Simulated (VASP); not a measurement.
Runs of VASP 6.6.1 on BaCd3Se4. The structure is that of space group Pm-3m (No. 221), or close to it. The cells are those of the table. 

```csv
task,cell,cutoff (eV),pressure (GPa),relaxed volume (Å³/atom)
relaxation of cell and atoms,"relaxed from a = 5.889 Å, 8 atoms",600,0.0,(a)
single point,"a = 6.081 Å, 8 atoms",520,0.7,-
single point,"a = 6.104 Å, 8 atoms",520,0.2,-
relaxation of cell and atoms,"relaxed from a = 5.644 Å, 8 atoms",600,0.1,28.45
```

Alike in all rows: level PBE; potentials or basis VASP PAW PBE potentials, release 64 (Ba_sv, Cd, Se); no spin polarisation; k mesh 2 × 2 × 2; smearing gaussian 0.15 eV.

Fill in the values left out.

(a) 28.51.

Caveats: all runs use coarse meshes; the volume moved by over 15 % at a fixed basis, so the end points are rough (some runs).
